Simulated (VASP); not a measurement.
Wanted: the native input for a VASP 6.6.1 run.

```yaml
Task: single point
Functional: PBE
Potentials_or_basis: VASP PAW PBE potentials, release 64 (Ca_sv, Ir, C, N)
Cutoff: 520 eV
k_mesh: 4 × 4 × 4
Occupations: gaussian, width 0.1 eV
Spin: collinear spin
Starting_moments: "[0.0, 1.0, 0.0, 0.0, 0.0, 0.0, 0.0, 0.0, 0.0, 0.0] μB"
Dipole_correction: no
Further_INCAR_settings: ALGO = Normal; EDIFF = 1e-07; NBANDS = 42
```

The structure of CaIrC4N4 lies in POSCAR:

```
CaIrC4N4
1.0
    6.3239719730      0.0000000000      0.0000000000
    0.0000000000      6.3239719730      0.0000000000
    0.0000000000      0.0000000000      6.3239719730
Ca Ir C N
1 1 4 4
Direct
    0.5000000000      0.5000000000      0.5000000000
    0.0000000000      0.0000000000      0.0000000000
    0.1794362892      0.1794362892      0.1794362892
    0.1794362892      0.8205637108      0.8205637108
    0.8205637108      0.1794362892      0.8205637108
    0.8205637108      0.8205637108      0.1794362892
    0.2869126362      0.2869126362      0.2869126362
    0.2869126362      0.7130873638      0.7130873638
    0.7130873638      0.2869126362      0.7130873638
    0.7130873638      0.7130873638      0.2869126362
```

The input as run:

INCAR

```
PREC     = Accurate       # precision mode
ENCUT    = 520            # plane-wave cutoff, eV
EDIFF    = 1E-7           # SCF threshold, eV
ISMEAR   = 0              # smearing method
SIGMA    = 0.1            # smearing width, eV
LREAL    = False          # projectors in reciprocal space
LASPH    = True           # aspherical terms in the spheres
NELM     = 150            # most SCF steps
ALGO     = Normal         # electronic algorithm
ISIF     = 2              # what is computed and relaxed
LWAVE    = False          # write WAVECAR
LCHARG   = False          # write CHGCAR
ISPIN    = 2              # spin polarisation
MAGMOM   = 0 1 0 0 0 0 0 0 0 0 # initial moments
LORBIT   = 11             # projections on sites
LMAXMIX  = 4              # l up to which the mixer works
GGA      = PE             # functional
NBANDS   = 42             # bands
```

KPOINTS

```
Automatic mesh
0
Gamma
  4 4 4
```

Potentials or basis: VASP PAW PBE potentials, release 64 (Ca_sv, Ir, C, N).

The run is started by

```sh
$ cat potpaw_PBE.64/Ca_sv/POTCAR potpaw_PBE.64/Ir/POTCAR potpaw_PBE.64/C/POTCAR potpaw_PBE.64/N/POTCAR > POTCAR
$ mpirun -np 1 vasp_std > vasp.out
```

It gave:

```yaml
Pressure: 0.8 GPa
Largest_force: 0.289 eV/Å
Band_gap_on_the_k_mesh: 0.72 eV (least direct gap 0.74 eV)
Net_moment: 3.00 μB per cell
Site_moments: Ca +0.01; Ir +1.43; C +0.04; N +0.14 μB
Valence_electrons_inside_the_program's_atomic_spheres: Ca 8.12; Ir 8.65; C 2.59; N 3.88
```

Caveat: spin-orbit coupling is left out, which moves the levels of the heavy elements.

Run time: 4.5 min on 1 thread of Intel Xeon 8259CL, on a shared host, peak memory 0.52 GiB.
